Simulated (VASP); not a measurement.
HfO2: single point with r2SCAN

HfO2:

```
CELL_PARAMETERS angstrom
3.57682 0.00000 0.00000
0.00000 3.57682 0.00000
0.00000 0.00000 5.33274
ATOMIC_POSITIONS crystal
Hf 0.50000 0.50000 0.50000
Hf 0.00000 0.00000 0.00000
O 0.00000 0.50000 0.69616
O 0.50000 0.00000 0.80384
O 0.50000 0.00000 0.30384
O 0.00000 0.50000 0.19616
```

This cell differs from its parent crystal: strain +0.000 along x and y, +0.025 along z.

```yaml
Program: VASP 6.6.1
Task: single point
Functional: r2SCAN
Potentials_or_basis: VASP PAW PBE potentials, release 64 (Hf_pv, O)
Cutoff: 520 eV
k_mesh: 6 × 6 × 6
Occupations: gaussian, width 0.05 eV
Spin: no spin polarisation
Dipole_correction: no
Further_INCAR_settings: ALGO = Normal; EDIFF = 1e-07; NBANDS = 31
```

```json
{
 "Pressure": "-9.0 GPa",
 "Largest force": "0.314 eV/Å",
 "Band gap on the k mesh": "5.09 eV (least direct gap 5.15 eV)"
}
```

Forces on the atoms (eV/Å):
```
Hf   0.000  0.000  0.000
Hf   0.000  0.000  0.000
O    0.000  0.000 -0.314
O    0.000  0.000  0.314
O    0.000  0.000  0.314
O    0.000  0.000 -0.314
```

Stress tensor (GPa, compression positive):
```
 -6.40   0.00   0.00
  0.00  -6.40   0.00
  0.00   0.00 -14.07
```

Levels at points of the mesh, in eV from the valence-band top:
| k point | band 19 | band 20 | band 21 | band 22 | band 23 | band 24 | band 25 | band 26 |
| --- | --- | --- | --- | --- | --- | --- | --- | --- |
| (0.00, 0.00, 0.00) | -0.95 | -0.41 | -0.06 | -0.06 | 5.09 | 5.22 | 6.34 | 6.44 |
| (0.50, 0.00, 0.00) | -1.51 | -1.51 | -0.37 | -0.37 | 5.53 | 5.53 | 6.40 | 6.40 |
| (0.50, 0.50, 0.00) | -0.98 | -0.98 | -0.60 | -0.60 | 6.16 | 6.16 | 6.33 | 6.33 |
| (0.00, 0.00, 0.50) | -0.78 | -0.78 | 0.00 | 0.00 | 5.78 | 5.78 | 5.96 | 5.96 |
| (0.50, 0.00, 0.50) | -1.48 | -1.48 | -1.01 | -1.01 | 5.60 | 5.60 | 5.91 | 5.91 |
| (0.50, 0.50, 0.50) | -1.39 | -1.39 | -0.06 | -0.06 | 6.33 | 6.33 | 6.50 | 6.50 |

Run time: 4.4 min on 1 thread of AMD EPYC 9R45 (Zen 5), with other jobs on the host, peak memory 0.19 GiB.

Caveat: the cell differs from its parent crystal (strain +0.000 along x and y, +0.025 along z); the stress differs along the axes, from -14 to -6 GPa; the PAW data sets were made with another functional, which shifts forces and pressure a little; spin-orbit coupling is left out, which moves the levels of the heavy elements. A k mesh can miss the band edges.
